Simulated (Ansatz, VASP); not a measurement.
## P2Rh2W: VASP beside Ansatz

```xyz
5
Lattice="0.0000 3.5916 0.0000 3.5916 0.0000 0.0000 1.7958 1.7958 -6.0042" Properties=species:S:1:pos:R:3 pbc="T T T"
W     0.0000    0.0000    0.0000
Rh    1.7958    3.5916   -3.0021
Rh    3.5916    1.7958   -3.0021
P     1.7958    1.7958   -1.6812
P     3.5916    3.5916   -4.3230
```

Alike in both runs: task single point; functional r2SCAN; k mesh 5 × 5 × 5; no spin polarisation; Hubbard terms Rh d U = 3.86 eV, J = 0.7 eV.

```csv
,VASP,Ansatz
version,VASP 6.6.1,Ansatz 0.2.0
potentials or method,"VASP PAW PBE potentials, release 64 (W_sv, Rh_pv, P), cutoff 520 eV",PAW plane waves
occupations,"methfessel-paxton of order 1, width 0.001 eV","cold, width 0.001 eV"
valence electrons in the cell,54,58
```

|  | VASP | Ansatz | Ansatz less VASP |
| --- | --- | --- | --- |
| gap on the k mesh at the Fermi level (eV) | none | none | - |
| pressure (GPa) | 4.0 | 7.3 | +3.33 |
| traceless stress, the component that is largest in VASP (GPa) | -13.80 | -14.33 | -0.528 |
| rms of the force components (eV/Å) | 1.510 | 1.695 | +0.1852 |

VASP's potentials were made for PBE, not for r2SCAN. The programs project onto different local orbitals, so the same U acts differently, and such runs can settle in different states. Atom by atom the forces differ by 0.185 eV/Å (rms over components). A gap of «none» marks a metal or a gap that the smearing closes. VASP's potentials hold 54 valence electrons a cell and Ansatz's 58, so a difference there can come from the potentials and not from the codes. Ansatz's warnings: filled band counts differ across k points.

The k mesh is coarse, so the values compare programs but aren't converged. Neither program's run includes spin-orbit coupling.
